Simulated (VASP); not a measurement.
# MnS (F-43m) in VASP: settings compared

The runs below take MnS through single point, with pbesol exchange, lyp correlation.

Program: VASP 6.6.1. These are calculated values, not measurements. Logs are shortened: lines on timing, memory, paths and dates and some standing lists are left out, and cuts for length are marked.

## 1. The cell of the first run

The structure is cubic, space group F-43m (No. 216). The conventional cell has a = 5.600 Å, b = 5.600 Å, c = 5.600 Å, α = 90.00°, β = 90.00°, γ = 90.00°. Mn (site symmetry -43m) has 4 S at 2.42 Å within 3.2 Å. Within 3.2 Å of S (site symmetry -43m) lie 4 Mn at 2.42 Å.

## 2. Single point, pbesol exchange, lyp correlation, collinear spin, ferromagnetic start

Contents of INCAR:

```
ALGO = Normal
EDIFF = 1E-6
ENCUT = 500
GGA = LIBXC
GGA_COMPAT = False
ISIF = 2
ISMEAR = 0
ISPIN = 2
LASPH = True
LCHARG = False
LIBXC1 = GGA_X_PBE_SOL
LIBXC2 = GGA_C_LYP
LMAXMIX = 4
LORBIT = 11
LREAL = False
LWAVE = False
MAGMOM = 3.3 -0.07
NBANDS = 20
NELM = 200
NUPDOWN = 3.2
PREC = Accurate
SIGMA = 0.2
```

Contents of KPOINTS:

```
k-points
0
Gamma
  7 7 7
```

Contents of POSCAR:

```
MnS
1.0
    0.0000000000      2.8000000000      2.8000000000
    2.8000000000      0.0000000000      2.8000000000
    2.8000000000      2.8000000000      0.0000000000
Mn S
1 1
Direct
    0.0000000000      0.0000000000      0.0000000000
    0.2500000000      0.2500000000      0.2500000000
```

Potentials or basis: VASP PAW PBE potentials, release 64 (Mn_pv, S).

The run is started by

```console
$ cat potpaw_PBE.64/Mn_pv/POTCAR potpaw_PBE.64/S/POTCAR > POTCAR
$ mpirun -np 1 vasp_std > vasp.out
```

OUTCAR:

```text
EDIFF = 1E-6
   ENCUT = 500
   GGA = LIBXC
   ISIF = 2
   ISMEAR = 0
   ISPIN = 2
   LASPH = True
   LORBIT = 11
   LREAL = False
   NELM = 200
   NUPDOWN = 3.2
   PREC = Accurate

 ion  position               nearest neighbor table
   1  0.000  0.000  0.000-   2 2.42   2 2.42   2 2.42   2 2.42
   2  0.250  0.250  0.250-   1 2.42   1 2.42   1 2.42   1 2.42

  LATTYP: Found a face centered cubic cell.
 ALAT       =     5.6000000000

  Lattice vectors:

 A1 = (   0.0000000000,   2.8000000000,   2.8000000000)
 A2 = (   2.8000000000,   0.0000000000,   2.8000000000)
 A3 = (   2.8000000000,   2.8000000000,   0.0000000000)

Analysis of symmetry for initial positions (statically):
=====================================================================
 Subroutine PRICEL returns:
 Original cell was already a primitive cell.

 Routine SETGRP: Setting up the symmetry group for a
 face centered cubic supercell.

 Subroutine GETGRP returns: Found 24 space group operations
 (whereof 24 operations were pure point group operations)
 out of a pool of 48 trial point group operations.

The static configuration has the point symmetry T_d .

Analysis of symmetry for dynamics (positions and initial velocities):
=====================================================================
 Subroutine PRICEL returns:
 Original cell was already a primitive cell.

 Routine SETGRP: Setting up the symmetry group for a
 face centered cubic supercell.

 Subroutine GETGRP returns: Found 24 space group operations
 (whereof 24 operations were pure point group operations)
 out of a pool of 48 trial point group operations.

The dynamic configuration has the point symmetry T_d .

Analysis of structural, dynamic, and magnetic symmetry:
=====================================================================
 Subroutine PRICEL returns:
 Original cell was already a primitive cell.

 Routine SETGRP: Setting up the symmetry group for a
 face centered cubic supercell.

 Subroutine GETGRP returns: Found 24 space group operations
 (whereof 24 operations were pure point group operations)
 out of a pool of 48 trial point group operations.

The overall configuration has the point symmetry T_d .

 Subroutine INISYM returns: Found 24 space group operations
 (whereof 24 operations are pure point group operations),
 and found     1 'primitive' translations

----------------------------------------------------------------------------------------

                                     Primitive cell

  volume of cell :      43.9040

  direct lattice vectors                    reciprocal lattice vectors
     0.000000000  2.800000000  2.800000000    -0.178571429  0.178571429  0.178571429
     2.800000000  0.000000000  2.800000000     0.178571429 -0.178571429  0.178571429
     2.800000000  2.800000000  0.000000000     0.178571429  0.178571429 -0.178571429

  length of vectors
     3.959797975  3.959797975  3.959797975     0.309294787  0.309294787  0.309294787

  position of ions in fractional coordinates (direct lattice)
     0.000000000  0.000000000  0.000000000
     0.250000000  0.250000000  0.250000000

  ion indices of the primitive-cell ions
   primitive index   ion index
                 1           1
                 2           2

----------------------------------------------------------------------------------------

 KPOINTS: k-points

Automatic generation of k-mesh.
 Grid dimensions read from file:
 generate k-points for:    7    7    7

 Generating k-lattice:

  Cartesian coordinates                     Fractional coordinates (reciprocal lattice)
    -0.025510204  0.025510204  0.025510204     0.142857143  0.000000000  0.000000000
     0.025510204 -0.025510204  0.025510204     0.000000000  0.142857143  0.000000000
     0.025510204  0.025510204 -0.025510204     0.000000000  0.000000000  0.142857143

  Length of vectors
     0.044184970  0.044184970  0.044184970

  Shift w.r.t. Gamma in fractional coordinates (k-lattice)
     0.000000000  0.000000000  0.000000000

 Subroutine IBZKPT returns following result:
 ===========================================

 Found     20 irreducible k-points:

 Following reciprocal coordinates:
            Coordinates               Weight
  0.000000  0.000000  0.000000      1.000000
  0.142857  0.000000  0.000000      8.000000
  0.285714  0.000000  0.000000      8.000000
  0.428571  0.000000  0.000000      8.000000
  0.142857  0.142857  0.000000      6.000000
  0.285714  0.142857  0.000000     24.000000
[... 12 lines left out ...]
 -0.428571  0.428571  0.142857     24.000000
 -0.285714  0.428571  0.142857     24.000000
   k-points           NKPTS =     20   k-points in BZ     NKDIM =     20   number of bands    NBANDS=     20
   number of dos      NEDOS =    301   number of ions     NIONS =      2
   total plane-waves  NPLWV =  27000
   dimension x,y,z NGX =    30 NGY =   30 NGZ =   30
   dimension x,y,z NGXF=    60 NGYF=   60 NGZF=   60
   ions per type =               1   1
   NGX,Y,Z   is equivalent  to a cutoff of  12.60, 12.60, 12.60 a.u.
   NGXF,Y,Z  is equivalent  to a cutoff of  25.19, 25.19, 25.19 a.u.
 SYSTEM =  unknown system
   PREC   = accura    normal or accurate (medium, high low for compatibility)
   ISTART =      0    job   : 0-new  1-cont  2-samecut
   ICHARG =      2    charge: 1-file 2-atom 10-const
   ISPIN  =      2    spin polarized calculation?
   LNONCOLLINEAR =      F non collinear calculations
   LSORBIT =      F    spin-orbit coupling
   LASPH  =      T    aspherical Exc in radial PAW
   ENCUT  =  500.0 eV  36.75 Ry    6.06 a.u.   7.22  7.22  7.22*2*pi/ulx,y,z
   NELM   =    200;   NELMIN=  2; NELMDL= -5     # of ELM steps
   EDIFF  = 0.1E-05   stopping-criterion for ELM
   LREAL  =      F    real-space projection
   EDIFFG = 0.1E-04   stopping-criterion for IOM
   NSW    =      0    number of steps for IOM
   IBRION =     -1    ionic relax: 0-MD 1-quasi-New 2-CG
   NFREE  =      0    steps in history (QN), initial steepest desc. (CG)
   ISIF   =      2    stress and relaxation
   ISYM   =      2    0-nonsym 1-usesym 2-fastsym
   POTIM  = 0.5000    time-step for ionic-motion
   TEBEG  =    0.0;   TEEND  =   0.0 temperature during run
   PSTRESS=    0.0 pullay stress
   NELECT =      19.0000    total number of electrons
   NUPDOWN=       3.2000    fix difference up-down
   EMIN   =  10.00;   EMAX   =-10.00  energy-range for DOS
   EFERMI =   0.00;   METHOD = LEGACY
   ISMEAR =     0;   SIGMA  =   0.20  broadening in eV -4-tet -1-fermi 0-gaus
   EFERMI_NEDOS =   21; number of points for ismear=-14 and -15
   IALGO  =     38    algorithm
   IMIX   =      4    mixing-type and parameters
     AMIX     =   0.40;   BMIX     =  1.00
     AMIX_MAG =   1.60;   BMIX_MAG =  1.00
  volume/ion in A,a.u.               =      21.95       148.14
  Fermi-wavevector in a.u.,A,eV,Ry     =   1.238297  2.340041 20.862879  1.533378
  Thomas-Fermi vector in A             =   2.372828
   LORBIT       =     11    0 simple, 1 ext, 2 COOP (PROOUT), +10 PAW based schemes
   GGA     = LIBXC    functional components
   LHFCALC =     F    Hartree Fock is set to
   AEXX    =    0.0000 exact exchange contribution
   IVDW    =     0    specifies the selected vdW correction
   LEPSILON=     F    determine dielectric tensor
   LRPA    =     F    only Hartree local field effects (RPA)
 spin polarized calculation
 Gauss-broadening in eV      SIGMA  =   0.20
  energy-cutoff  :      500.00
  volume of cell :       43.90
 maximum number of plane-waves:      1139
 NGX is ok and might be reduce to    30
   NGX = 15   NGY = 15   NGZ = 15

 number of electron      18.9999987 magnetization       3.2000007

 Free energy of the ion-electron system (eV)
  ---------------------------------------------------
  ext. energy  EPLUGINS =         0.00000000
  ---------------------------------------------------
  free energy    TOTEN  =       -13.30355840 eV

  energy without entropy =      -13.23200585  energy(sigma->0) =      -13.26778212

 E-fermi :   4.9359     XC(G=0):  -9.0171

 val. band max:        4.9109126503   @ k =   0.4286   0.1429   0.0000
 cond. band min:       4.0814653162   @ k =  -0.1429   0.1429   0.0000
 fundamental gap:     -0.8294473341
 Fermi energy:         4.0802070261

 spin component 1

 k-point     1 :       0.0000    0.0000    0.0000
  band No.  band energies     occupation
      1     -44.9267      1.00000
      2     -44.9267      1.00000
      3     -44.9267      1.00000
      4      -9.2244      1.00000
      5       0.2891      1.00000
      6       0.2891      1.00000
[... 12 lines left out ...]
     19      17.0402      0.00000
     20      17.8291      0.00000

 k-point     2 :       0.1429    0.0000    0.0000
  band No.  band energies     occupation
      1     -44.9273      1.00000
      2     -44.9268      1.00000
      3     -44.9268      1.00000
      4      -9.1148      1.00000
      5       0.0507      1.00000
      6       0.3307      1.00000
[... 12 lines left out ...]
     19      16.6820      0.00000
     20      18.5613      0.00000

 k-point     3 :       0.2857    0.0000    0.0000
  band No.  band energies     occupation
      1     -44.9288      1.00000
      2     -44.9270      1.00000
      3     -44.9270      1.00000
      4      -8.8519      1.00000
      5      -0.4332      1.00000
      6       0.4137      1.00000
[... 12 lines left out ...]
     19      15.9059      0.00000
     20      21.0441      0.00000

 k-point     4 :       0.4286    0.0000    0.0000
  band No.  band energies     occupation
      1     -44.9300      1.00000
      2     -44.9272      1.00000
      3     -44.9272      1.00000
      4      -8.6213      1.00000
      5      -0.7933      1.00000
      6       0.4661      1.00000
[... 334 lines left out ...]
     19      17.8889      0.00000
     20      19.3825      0.00000

 k-point    19 :      -0.4286    0.4286    0.1429
  band No.  band energies     occupation
      1     -44.9297      1.00000
      2     -44.9283      1.00000
      3     -44.9279      1.00000
      4      -8.4144      1.00000
      5      -0.6695      1.00000
      6       0.3632      1.00000
[... 12 lines left out ...]
     19      17.8374      0.00000
     20      18.5424      0.00000

 k-point    20 :      -0.2857    0.4286    0.1429
  band No.  band energies     occupation
      1     -44.9295      1.00000
      2     -44.9288      1.00000
      3     -44.9279      1.00000
      4      -8.3932      1.00000
      5      -0.3384      1.00000
      6      -0.0527      1.00000
[... 12 lines left out ...]
     19      18.5507      0.00000
     20      18.9510      0.00000
 Fermi energy:         4.9359153166

 spin component 2

 k-point     1 :       0.0000    0.0000    0.0000
  band No.  band energies     occupation
      1     -41.6904      1.00000
      2     -41.6904      1.00000
      3     -41.6904      1.00000
      4      -9.2313      1.00000
      5       1.0808      1.00000
      6       1.0808      1.00000
[... 12 lines left out ...]
     19      17.4562      0.00000
     20      18.1457      0.00000

 k-point     2 :       0.1429    0.0000    0.0000
  band No.  band energies     occupation
      1     -41.6914      1.00000
      2     -41.6906      1.00000
      3     -41.6906      1.00000
      4      -9.1251      1.00000
      5       0.6739      1.00000
      6       1.1025      1.00000
[... 12 lines left out ...]
     19      16.9622      0.00000
     20      19.0789      0.00000

 k-point     3 :       0.2857    0.0000    0.0000
  band No.  band energies     occupation
      1     -41.6933      1.00000
      2     -41.6909      1.00000
      3     -41.6909      1.00000
      4      -8.8704      1.00000
      5      -0.0836      1.00000
      6       1.1444      1.00000
[... 12 lines left out ...]
     19      16.2896      0.00000
     20      21.4383      0.00000

 k-point     4 :       0.4286    0.0000    0.0000
  band No.  band energies     occupation
      1     -41.6950      1.00000
      2     -41.6912      1.00000
      3     -41.6912      1.00000
      4      -8.6475      1.00000
      5      -0.6127      1.00000
      6       1.1704      1.00000
[... 337 lines left out ...]
 k-point    19 :      -0.4286    0.4286    0.1429
  band No.  band energies     occupation
      1     -41.6946      1.00000
      2     -41.6926      1.00000
      3     -41.6921      1.00000
      4      -8.4478      1.00000
      5      -0.3459      1.00000
      6       0.7074      1.00000
[... 12 lines left out ...]
     19      18.0329      0.00000
     20      18.7705      0.00000

 k-point    20 :      -0.2857    0.4286    0.1429
  band No.  band energies     occupation
      1     -41.6943      1.00000
      2     -41.6933      1.00000
      3     -41.6921      1.00000
      4      -8.4272      1.00000
      5      -0.0235      1.00000
      6       0.2262      1.00000
[... 12 lines left out ...]
     19      18.7594      0.00000
     20      19.1321      0.00000

------------------------ aborting loop because EDIFF is reached ----------------------------------------

  FORCE on cell =-STRESS in cart. coord.  units (eV):
  Direction    XX          YY          ZZ          XY          YZ          ZX
  --------------------------------------------------------------------------------------
  -------------------------------------------------------------------------------------
  Total       -3.0514513     -3.0514513     -3.0514513      0.0000000      0.0000000      0.0000000
  in kB     -111.3558235   -111.3558235   -111.3558235      0.0000000      0.0000000      0.0000000
  external PRESSURE =    -111.3558235 kB  Pullay stress =       0.0000000 kB

 VOLUME and BASIS-vectors are now :
 -----------------------------------------------------------------------------
  energy-cutoff  :      500.00
  volume of cell :       43.90
      direct lattice vectors                 reciprocal lattice vectors
     0.000000000  2.800000000  2.800000000    -0.178571429  0.178571429  0.178571429
     2.800000000  0.000000000  2.800000000     0.178571429 -0.178571429  0.178571429
     2.800000000  2.800000000  0.000000000     0.178571429  0.178571429 -0.178571429

 POSITION                                       TOTAL-FORCE (eV/Angst)
 -----------------------------------------------------------------------------------
      0.00000      0.00000      0.00000         0.000000      0.000000      0.000000
      1.40000      1.40000      1.40000        -0.000000     -0.000000     -0.000000
 -----------------------------------------------------------------------------------
    total drift:                                0.000000      0.000000      0.000000

  FREE ENERGIE OF THE ION-ELECTRON SYSTEM (eV)
  ---------------------------------------------------
  free  energy   TOTEN  =       -13.3035583962 eV

  energy  without entropy=      -13.2320058512  energy(sigma->0) =      -13.26778212

 total charge

# of ion       s       p       d       tot
------------------------------------------
    1        0.251   6.182   5.028  11.461
    2        1.324   2.337   0.000   3.661
--------------------------------------------------
tot          1.575   8.519   5.028  15.122

 magnetization (x)

# of ion       s       p       d       tot
------------------------------------------
    1        0.028   0.025   3.056   3.110
    2        0.005  -0.080   0.000  -0.075
--------------------------------------------------
tot          0.033  -0.055   3.056   3.034
```

It took 40 s on 1 thread of AMD EPYC 7R43 (Zen 3), shared host; peak memory 0.16 GiB.

Results:

```
Free energy                                           : -13.3036 eV
Pressure                                              : -11.1 GPa
Net moment                                            : 3.20 μB per cell
Site moments                                          : Mn +3.11; S -0.07 μB
Valence electrons inside the program's atomic spheres : Mn 11.46; S 3.66
```

Caveat: the cell stands under tension; the PAW data sets were made with another functional, which shifts forces and pressure a little; the total moment is fixed, so each spin has its own Fermi level; a cell with one magnetic atom can't hold antiferromagnetic order, which such compounds often take.

(Continued in part 2 of 2.)
